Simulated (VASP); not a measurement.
A run of VASP 6.6.1:

Contents of POSCAR:

```
Na2S
1.0
    0.0000000000      3.2554374458      3.2554374458
    3.2554374458      0.0000000000      3.2554374458
    3.2554374458      3.2554374458      0.0000000000
Na S
2 1
Direct
    0.2500000000      0.2500000000      0.2500000000
    0.7500000000      0.7500000000      0.7500000000
    0.0000000000      0.0000000000      0.0000000000
```

Contents of INCAR.step1:

```
PREC = Accurate
ENCUT = 400
EDIFF = 1E-5
ISMEAR = 0
SIGMA = 0.01
LREAL = False
LASPH = True
NELM = 120
ALGO = Normal
ISIF = 2
LWAVE = True
LCHARG = False
NBANDS = 17
GGA = PE
GGA_COMPAT = False
```

INCAR.step2

```
PREC = Accurate
ENCUT = 400
EDIFF = 1E-6
ISMEAR = 0
SIGMA = 0.01
LREAL = False
LASPH = True
NELM = 120
ALGO = Normal
ISIF = 2
LWAVE = False
LCHARG = False
GGA = PE
LHFCALC = True
HFSCREEN = 0.2079
PRECFOCK = Normal
NBANDS = 17
ISTART = 1
GGA_COMPAT = False
```

KPOINTS

```
Automatic mesh
0
Gamma
  6 6 6
```

Potentials or basis: VASP PAW PBE potentials, release 64 (Na_pv, S).

Launch:

```sh
$ cat potpaw_PBE.64/Na_pv/POTCAR potpaw_PBE.64/S/POTCAR > POTCAR
$ cp INCAR.step1 INCAR
$ mpirun -np 1 vasp_std > vasp.out
$ cp INCAR.step2 INCAR
$ mpirun -np 1 vasp_std > vasp.out
```

Hardware: 1 thread of Intel(R) Xeon(R) Platinum 8259CL CPU @ 2.50GHz (Skylake/Cascade Lake), on a shared host.

Question: Estimate the wall time of this run.

Answer: Run time: 33 min on 1 thread of Intel(R) Xeon(R) Platinum 8259CL CPU @ 2.50GHz (Skylake/Cascade Lake) (shared host), peak memory 0.28 GiB. Counts: k points 16.
